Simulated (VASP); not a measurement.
Write the native input for VASP 6.6.1 that does the following.

- Task: single point
- Functional: PBE
- Potentials or basis: VASP PAW PBE potentials, release 64 (W_sv)
- Cutoff: 520 eV
- k mesh: 11 × 11 × 1
- Occupations: fermi-dirac, width 0.3 eV
- Spin: no spin polarisation
- Dipole correction: yes
- Further INCAR settings: ALGO = Normal; EDIFF = 1e-07; NBANDS = 58

The structure of W lies in POSCAR:

```
W
1.0
    3.1835485389      0.0000000000      0.0000000000
    0.0000000000      3.1835485389      0.0000000000
    0.0000000000      0.0000000000     24.5506456167
W
7
Direct
    0.5000000000      0.5000000000      0.3054909479
    0.0000000000      0.0000000000      0.3703272986
    0.5000000000      0.5000000000      0.4351636493
    0.0000000000      0.0000000000      0.5000000000
    0.5000000000      0.5000000000      0.5648363507
    0.0000000000      0.0000000000      0.6296727014
    0.5000000000      0.5000000000      0.6945090521
```

The input as run:

INCAR

```
ALGO = Normal
DIPOL = 0.5 0.5 0.500
EDIFF = 1E-7
ENCUT = 520
GGA = PE
IDIPOL = 3
ISIF = 2
ISMEAR = -1
LASPH = True
LCHARG = False
LDIPOL = True
LREAL = False
LWAVE = False
NBANDS = 58
NELM = 80
PREC = Accurate
SIGMA = 0.3
```

KPOINTS

```
k-points
0
Gamma
  11 11 1
```

Potentials or basis: VASP PAW PBE potentials, release 64 (W_sv).

The run is started by

```sh
$ cat potpaw_PBE.64/W_sv/POTCAR > POTCAR
$ mpirun -np 1 vasp_std > vasp.out
```

It gave:

```
Largest force          : 1.493 eV/Å
Band gap on the k mesh : zero (bands 49 and 50 overlap by 1.90 eV)
```

Caveat: so wide a smearing shifts energies and pressures; spin-orbit coupling is left out, which moves the levels of the heavy elements.

It took 17 min on 1 thread of Intel Xeon 8259CL, on a shared host, peak memory 0.45 GiB.
